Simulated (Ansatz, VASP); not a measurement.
MoS2: VASP beside Ansatz

```
Mo S
1.0
     3.31881    0.00000    0.00000
    -1.65941    2.87418    0.00000
     0.00000    0.00000    6.46273
Mo S
1 2
Direct
  0.00000 0.00000 0.00000
  0.33333 0.66667 0.23579
  0.33333 0.66667 0.76421
```

Alike in both runs: task single point; functional PBE; dispersion D3(BJ); k mesh 12 × 12 × 6; occupations gaussian, width 0.05 eV; no spin polarisation.

|  | VASP | Ansatz |
| --- | --- | --- |
| version | VASP 6.6.1 | Ansatz 0.2.0 |
| potentials or method | VASP PAW PBE potentials, release 64 (Mo_sv, S), cutoff 500 eV | scalar-relativistic, plane waves, PAW |
| valence electrons in the cell | 26 | 26 |

```csv
,VASP,Ansatz,Ansatz less VASP
gap on the k mesh at the Fermi level (eV),0.30,0.29,-0.014
least direct gap on the mesh (eV),1.25,1.25,-0.003
pressure (GPa),-8.4,-8.3,+0.09
"traceless stress, the component that is largest in VASP (GPa)",7.37,7.39,+0.024
rms of the force components (eV/Å),0.110,0.105,-0.0049
```

Atom by atom the forces differ by 0.005 eV/Å (rms over components).
